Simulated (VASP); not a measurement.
Here is a VASP 6.6.1 calculation.

INCAR

```
SYSTEM = SrTiO3
PREC = Accurate ; ENCUT = 520
EDIFF = 1E-6 ; ISMEAR = -1
SIGMA = 0.02 ; LREAL = .FALSE.
LASPH = .TRUE. ; NELM = 80
ALGO = Normal ; ISIF = 2
LWAVE = .FALSE. ; LCHARG = .FALSE.
GGA = PE ; NBANDS = 28
```

File KPOINTS:

```
Automatic mesh
0
G
  6 6 6
  0 0 0
```

POSCAR

```
SrTiO3
1.0
    3.9364351340      0.0000000000      0.0000000000
    0.0000000000      3.9364351340      0.0000000000
    0.0000000000      0.0000000000      3.9364351340
Sr Ti O
1 1 3
Direct
    0.0000000000      0.0000000000      0.0000000000
    0.5000000000      0.5000000000      0.5000000000
    0.5000000000      0.0000000000      0.5000000000
    0.5000000000      0.5000000000      0.0000000000
    0.0000000000      0.5000000000      0.5000000000
```

Potentials or basis: VASP PAW PBE potentials, release 64 (Sr_sv, Ti_sv, O).

The run is started by

```bash
$ cat potpaw_PBE.64/Sr_sv/POTCAR potpaw_PBE.64/Ti_sv/POTCAR potpaw_PBE.64/O/POTCAR > POTCAR
$ mpirun -np 1 vasp_std > vasp.out
```

Problem. What does it give for the pressure?

Solution. 0.7 GPa.

Problem. Predict the band gap on the k mesh.

Solution. 1.81 eV, indirect (least direct gap 2.18 eV).

A k mesh can miss the band edges. PBE gaps usually lie below the measured ones, often by a third to a half.
